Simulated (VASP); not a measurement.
# Bi (R-3m) in VASP: a series of runs

The runs below take Bi through electric field gradients, with PBEsol.

Everything below comes from runs of VASP 6.6.1. Logs are shortened: lines on timing, memory, paths and dates and some standing lists are left out, and cuts for length are marked.

### Step 1. The cell of the first run

Symmetry: R-3m, No. 166, trigonal system. Conventional cell: a = 4.453 Å, b = 4.453 Å, c = 11.620 Å, α = 90.00°, β = 90.00°, γ = 120.00°. Within 4.0 Å of Bi (site symmetry 3m) lie 6 Bi at 3.01 to 3.46 Å.

### Step 2. Electric field gradients, PBEsol (33.26 Å³/atom)

The input, INCAR:

```
ALGO = Normal
EDIFF = 1E-8
ENCUT = 520
GGA = PS
ISIF = 2
ISMEAR = -1
LASPH = True
LCHARG = False
LEFG = True
LREAL = False
LWAVE = False
NBANDS = 22
NELM = 60
PREC = Accurate
SIGMA = 0.03
```

The input, KPOINTS:

```
k-points
0
Gamma
  10 10 10
```

The input, POSCAR:

```
Bi
1.0
    2.2265989101      1.2855274801      3.8732834739
   -2.2265989101      1.2855274801      3.8732834739
    0.0000000000     -2.5710549601      3.8732834739
Bi
2
Direct
    0.2338900000      0.2338900000      0.2338900000
    0.7661100000      0.7661100000      0.7661100000
```

Potentials or basis: VASP PAW PBE potentials, release 64 (Bi_d).

Launch:

```
cat potpaw_PBE.64/Bi_d/POTCAR > POTCAR
mpirun -np 1 vasp_std > vasp.out
```

OUTCAR:

```text
EDIFF = 1E-8
   ENCUT = 520
   GGA = PS
   ISIF = 2
   ISMEAR = -1
   LASPH = True
   LREAL = False
   NELM = 60
   PREC = Accurate

 ion  position               nearest neighbor table
   1  0.234  0.234  0.234-   2 3.01   2 3.01   2 3.01   2 3.46   2 3.46   2 3.46
   2  0.766  0.766  0.766-   1 3.01   1 3.01   1 3.01   1 3.46   1 3.46   1 3.46

  LATTYP: Found a trigonal (rhomboedric) cell.
 ALAT       =     4.6489405758
 COS(alpha) =     0.5412184017

  Lattice vectors:

 A1 = (   2.2265989101,   1.2855274801,   3.8732834739)
 A2 = (  -2.2265989101,   1.2855274801,   3.8732834739)
 A3 = (   0.0000000000,  -2.5710549601,   3.8732834739)

Analysis of symmetry for initial positions (statically):
=====================================================================
 Subroutine PRICEL returns:
 Original cell was already a primitive cell.

 Routine SETGRP: Setting up the symmetry group for a
 trigonal (rhombohedral) supercell.

 Subroutine GETGRP returns: Found 12 space group operations
 (whereof 12 operations were pure point group operations)
 out of a pool of 12 trial point group operations.

The static configuration has the point symmetry D_3d.

Analysis of symmetry for dynamics (positions and initial velocities):
=====================================================================
 Subroutine PRICEL returns:
 Original cell was already a primitive cell.

 Routine SETGRP: Setting up the symmetry group for a
 trigonal (rhombohedral) supercell.

 Subroutine GETGRP returns: Found 12 space group operations
 (whereof 12 operations were pure point group operations)
 out of a pool of 12 trial point group operations.

The dynamic configuration has the point symmetry D_3d.

 Subroutine INISYM returns: Found 12 space group operations
 (whereof 12 operations are pure point group operations),
 and found     1 'primitive' translations

----------------------------------------------------------------------------------------

                                     Primitive cell

  volume of cell :      66.5203

  direct lattice vectors                    reciprocal lattice vectors
     2.226598910  1.285527480  3.873283474     0.224557731  0.129648467  0.086059628
    -2.226598910  1.285527480  3.873283474    -0.224557731  0.129648467  0.086059628
     0.000000000 -2.571054960  3.873283474     0.000000000 -0.259296933  0.086059628

  length of vectors
     4.648940576  4.648940576  4.648940576     0.273205342  0.273205342  0.273205342

  position of ions in fractional coordinates (direct lattice)
     0.233890000  0.233890000  0.233890000
     0.766110000  0.766110000  0.766110000

  ion indices of the primitive-cell ions
   primitive index   ion index
                 1           1
                 2           2

----------------------------------------------------------------------------------------

 KPOINTS: k-points

Automatic generation of k-mesh.
 Grid dimensions read from file:
 generate k-points for:   10   10   10

 Generating k-lattice:

  Cartesian coordinates                     Fractional coordinates (reciprocal lattice)
     0.022455773  0.012964847  0.008605963     0.100000000  0.000000000  0.000000000
    -0.022455773  0.012964847  0.008605963     0.000000000  0.100000000  0.000000000
     0.000000000 -0.025929693  0.008605963    -0.000000000 -0.000000000  0.100000000

  Length of vectors
     0.027320534  0.027320534  0.027320534

  Shift w.r.t. Gamma in fractional coordinates (k-lattice)
     0.000000000  0.000000000  0.000000000

 Subroutine IBZKPT returns following result:
 ===========================================

 Found    116 irreducible k-points:

 Following reciprocal coordinates:
            Coordinates               Weight
  0.000000  0.000000  0.000000      1.000000
  0.100000  0.000000 -0.000000      6.000000
  0.200000  0.000000 -0.000000      6.000000
  0.300000  0.000000 -0.000000      6.000000
  0.400000 -0.000000 -0.000000      6.000000
  0.500000  0.000000 -0.000000      3.000000
[... 16 lines left out ...]
  0.300000  0.300000 -0.000000      6.000000
  0.400000  0.300000 -0.000000     12.000000
 [... further k-points ...]
   k-points           NKPTS =    116   k-points in BZ     NKDIM =    116   number of bands    NBANDS=     22
   number of dos      NEDOS =    301   number of ions     NIONS =      2
   total plane-waves  NPLWV =  46656
   dimension x,y,z NGX =    36 NGY =   36 NGZ =   36
   dimension x,y,z NGXF=    72 NGYF=   72 NGZF=   72
   ions per type =               2
   NGX,Y,Z   is equivalent  to a cutoff of  12.87, 12.87, 12.87 a.u.
   NGXF,Y,Z  is equivalent  to a cutoff of  25.75, 25.75, 25.75 a.u.
 SYSTEM =  unknown system
   PREC   = accura    normal or accurate (medium, high low for compatibility)
   ISTART =      0    job   : 0-new  1-cont  2-samecut
   ICHARG =      2    charge: 1-file 2-atom 10-const
   ISPIN  =      1    spin polarized calculation?
   LNONCOLLINEAR =      F non collinear calculations
   LSORBIT =      F    spin-orbit coupling
   LASPH  =      T    aspherical Exc in radial PAW
   ENCUT  =  520.0 eV  38.22 Ry    6.18 a.u.   8.64  8.64  8.64*2*pi/ulx,y,z
   NELM   =     60;   NELMIN=  2; NELMDL= -5     # of ELM steps
   EDIFF  = 0.1E-07   stopping-criterion for ELM
   LREAL  =      F    real-space projection
   EDIFFG = 0.1E-06   stopping-criterion for IOM
   NSW    =      0    number of steps for IOM
   IBRION =     -1    ionic relax: 0-MD 1-quasi-New 2-CG
   NFREE  =      0    steps in history (QN), initial steepest desc. (CG)
   ISIF   =      2    stress and relaxation
   ISYM   =      2    0-nonsym 1-usesym 2-fastsym
   POTIM  = 0.5000    time-step for ionic-motion
   TEBEG  =    0.0;   TEEND  =   0.0 temperature during run
   PSTRESS=    0.0 pullay stress
   NELECT =      30.0000    total number of electrons
   NUPDOWN=      -1.0000    fix difference up-down
   EMIN   =  10.00;   EMAX   =-10.00  energy-range for DOS
   EFERMI =   0.00;   METHOD = LEGACY
   ISMEAR =    -1;   SIGMA  =   0.03  broadening in eV -4-tet -1-fermi 0-gaus
   EFERMI_NEDOS =   21; number of points for ismear=-14 and -15
   IALGO  =     38    algorithm
   IMIX   =      4    mixing-type and parameters
     AMIX     =   0.40;   BMIX     =  1.00
     AMIX_MAG =   1.60;   BMIX_MAG =  1.00
  volume/ion in A,a.u.               =      33.26       224.45
  Fermi-wavevector in a.u.,A,eV,Ry     =   1.255444  2.372445 21.444676  1.576139
  Thomas-Fermi vector in A             =   2.389200
   LORBIT       =      0    0 simple, 1 ext, 2 COOP (PROOUT), +10 PAW based schemes
   GGA     = PS    functional components
   LHFCALC =     F    Hartree Fock is set to
   AEXX    =    0.0000 exact exchange contribution
   IVDW    =     0    specifies the selected vdW correction
   LEPSILON=     F    determine dielectric tensor
   LRPA    =     F    only Hartree local field effects (RPA)
 non-spin polarized calculation
  energy-cutoff  :      520.00
  volume of cell :       66.52
 maximum number of plane-waves:      1810
   NGX = 17   NGY = 17   NGZ = 17

 number of electron      30.0000001 magnetization

 Free energy of the ion-electron system (eV)
  ---------------------------------------------------
  ext. energy  EPLUGINS =         0.00000000
  ---------------------------------------------------
  free energy    TOTEN  =        -8.57698123 eV

  energy without entropy =       -8.57653680  energy(sigma->0) =       -8.57675902

 E-fermi :   6.8087     XC(G=0):  -9.9600

 val. band max:        6.8004556817   @ k =  -0.4000   0.5000   0.4000
 cond. band min:       6.9328464470   @ k =   0.4000   0.1000   0.1000
 fundamental gap:      0.1323907653
 Fermi energy:         6.8086661400

 k-point     1 :       0.0000    0.0000    0.0000
  band No.  band energies     occupation
      1     -16.1310      2.00000
      2     -16.1310      2.00000
      3     -15.9503      2.00000
      4     -15.9503      2.00000
      5     -15.9304      2.00000
      6     -15.7246      2.00000
[... 14 lines left out ...]
     21      12.6190      0.00000
     22      13.0262      0.00000

 k-point     2 :       0.1000    0.0000   -0.0000
  band No.  band energies     occupation
      1     -16.1224      2.00000
      2     -16.1201      2.00000
      3     -15.9463      2.00000
      4     -15.9434      2.00000
      5     -15.9245      2.00000
      6     -15.7303      2.00000
[... 14 lines left out ...]
     21      12.7126      0.00000
     22      13.9073      0.00000

 k-point     3 :       0.2000    0.0000   -0.0000
  band No.  band energies     occupation
      1     -16.0981      2.00000
      2     -16.0881      2.00000
      3     -15.9361      2.00000
      4     -15.9237      2.00000
      5     -15.9064      2.00000
      6     -15.7489      2.00000
[... 14 lines left out ...]
     21      13.1754      0.00000
     22      15.5849      0.00000

 k-point     4 :       0.3000    0.0000   -0.0000
  band No.  band energies     occupation
      1     -16.0634      2.00000
      2     -16.0385      2.00000
      3     -15.9233      2.00000
      4     -15.8944      2.00000
      5     -15.8774      2.00000
      6     -15.7816      2.00000
[... 14 lines left out ...]
     21      14.0480      0.00000
     22      17.3076      0.00000

 k-point     5 :       0.4000   -0.0000   -0.0000
  band No.  band energies     occupation
      1     -16.0294      2.00000
      2     -15.9777      2.00000
      3     -15.9120      2.00000
      4     -15.8605      2.00000
      5     -15.8526      2.00000
      6     -15.8153      2.00000
[... 417 lines left out ...]
 k-point    22 :      -0.2000    0.2000    0.0000
  band No.  band energies     occupation
      1     -16.0873      2.00000
      2     -15.9890      2.00000
      3     -15.9186      2.00000
      4     -15.9046      2.00000
      5     -15.8434      2.00000
      6     -15.8177      2.00000
[... 14 lines left out ...]
     21      15.1601      0.00000
     22      16.0531      0.00000

 k-point    23 :       0.3000    0.3000   -0.0000
  band No.  band energies     occupation
      1     -16.1199      2.00000
      2     -15.9824      2.00000
      3     -15.9559      2.00000
      4     -15.8757      2.00000
      5     -15.8660      2.00000
      6     -15.7893      2.00000
[... 14 lines left out ...]
     21      15.3203      0.00000
     22      15.4453      0.00000

 k-point    24 :       0.4000    0.3000   -0.0000
  band No.  band energies     occupation
      1     -16.1094      2.00000
      2     -15.9588      2.00000
      3     -15.9505      2.00000
      4     -15.8679      2.00000
      5     -15.8466      2.00000
      6     -15.8043      2.00000
[... 14 lines left out ...]
     21      16.1861      0.00000
     22      16.2661      0.00000

 [... further k-points ...]

------------------------ aborting loop because EDIFF is reached ----------------------------------------

  FORCE on cell =-STRESS in cart. coord.  units (eV):
  Direction    XX          YY          ZZ          XY          YZ          ZX
  --------------------------------------------------------------------------------------
  -------------------------------------------------------------------------------------
  Total        1.1518981      1.1518981      0.9417422      0.0000000      0.0000000      0.0000000
  in kB       27.7441082     27.7441082     22.6823848      0.0000000      0.0000000      0.0000000
  external PRESSURE =      26.0568671 kB  Pullay stress =       0.0000000 kB

 VOLUME and BASIS-vectors are now :
 -----------------------------------------------------------------------------
  energy-cutoff  :      520.00
  volume of cell :       66.52
      direct lattice vectors                 reciprocal lattice vectors
     2.226598910  1.285527480  3.873283474     0.224557731  0.129648467  0.086059628
    -2.226598910  1.285527480  3.873283474    -0.224557731  0.129648467  0.086059628
     0.000000000 -2.571054960  3.873283474     0.000000000 -0.259296933  0.086059628

 POSITION                                       TOTAL-FORCE (eV/Angst)
 -----------------------------------------------------------------------------------
      0.00000      0.00000      2.71777         0.000000      0.000000      0.423079
      0.00000      0.00000      8.90208         0.000000     -0.000000     -0.423079
 -----------------------------------------------------------------------------------
    total drift:                                0.000000     -0.000000      0.000000

  FREE ENERGIE OF THE ION-ELECTRON SYSTEM (eV)
  ---------------------------------------------------
  free  energy   TOTEN  =        -8.5769812336 eV

  energy  without entropy=       -8.5765367981  energy(sigma->0) =       -8.57675902

 Electric field gradients (V/A^2)
---------------------------------------------------------------------
 ion       V_xx      V_yy      V_zz      V_xy      V_xz      V_yz
---------------------------------------------------------------------
   1      14.411    14.411   -28.823    -0.000    -0.000    -0.000
   2      14.411    14.411   -28.823    -0.000    -0.000    -0.000
---------------------------------------------------------------------

 Electric field gradients after diagonalization (V/A^2)
 (convention: |V_zz| > |V_xx| > |V_yy|)
----------------------------------------------------------------------
 ion       V_xx      V_yy      V_zz     asymmetry (V_yy - V_xx)/ V_zz
----------------------------------------------------------------------
   1      14.411    14.411   -28.823       0.000
   2      14.411    14.411   -28.823       0.000
----------------------------------------------------------------------

           NMR quadrupolar parameters

 Cq : quadrupolar parameter    Cq=e*Q*V_zz/h
 eta: asymmetry parameters     (V_yy - V_xx)/ V_zz
 Q  : nuclear electric quadrupole moment in mb (millibarn)
----------------------------------------------------------------------
 ion       Cq(MHz)       eta       Q (mb)
----------------------------------------------------------------------
   1      -0.070       0.000       1.000
   2      -0.070       0.000       1.000
----------------------------------------------------------------------
```

Run time: 63 s. Hardware: 1 thread of Intel Xeon 6975P-C (Granite Rapids), shared host; peak memory 0.28 GiB.

Results:

```
Free energy                             : -8.5770 eV
Pressure                                : 2.6 GPa
Largest force                           : 0.423 eV/Å
Band gap on the k mesh                  : zero (bands 15 and 16 overlap by 0.21 eV)
Largest electric field gradient by atom : Bi -28.8 V/Å²
```

Forces on the atoms (eV/Å):
```
Bi   0.000  0.000  0.423
Bi   0.000  0.000 -0.423
```

Stress tensor (GPa, compression positive):
```
2.77 0.00 0.00
0.00 2.77 0.00
0.00 0.00 2.27
```

Levels at points of the mesh, in eV from the Fermi level:
| k point | band 12 | band 13 | band 14 | band 15 | band 16 | band 17 | band 18 | band 19 |
| --- | --- | --- | --- | --- | --- | --- | --- | --- |
| (0.00, 0.00, 0.00) | -7.21 | -1.57 | -1.27 | -1.27 | 2.58 | 3.11 | 3.11 | 5.68 |
| (0.50, 0.00, 0.00) | -10.69 | -1.38 | -1.25 | -0.27 | -0.22 | 0.52 | 1.05 | 7.55 |
| (0.50, 0.50, 0.00) | -9.46 | -5.01 | -3.23 | -3.10 | 2.24 | 5.28 | 5.73 | 7.32 |
| (0.50, 0.50, 0.50) | -10.04 | -0.92 | -0.63 | -0.63 | 0.70 | 0.70 | 0.87 | 7.09 |

Electric field gradients, principal values (V/Å²):
| atom | least | middle | greatest (by size) |
| --- | --- | --- | --- |
| 1 Bi | 14.411 | 14.411 | -28.823 |
| 2 Bi | 14.411 | 14.411 | -28.823 |

Caveat: without QUAD_EFG the Cq values of the log hold for a quadrupole moment of 1 mb, not for the nuclei; the PAW data sets were made with another functional, which shifts forces and pressure a little; spin-orbit coupling is left out, which moves the levels of the heavy elements.

[end of part 1 of 3]
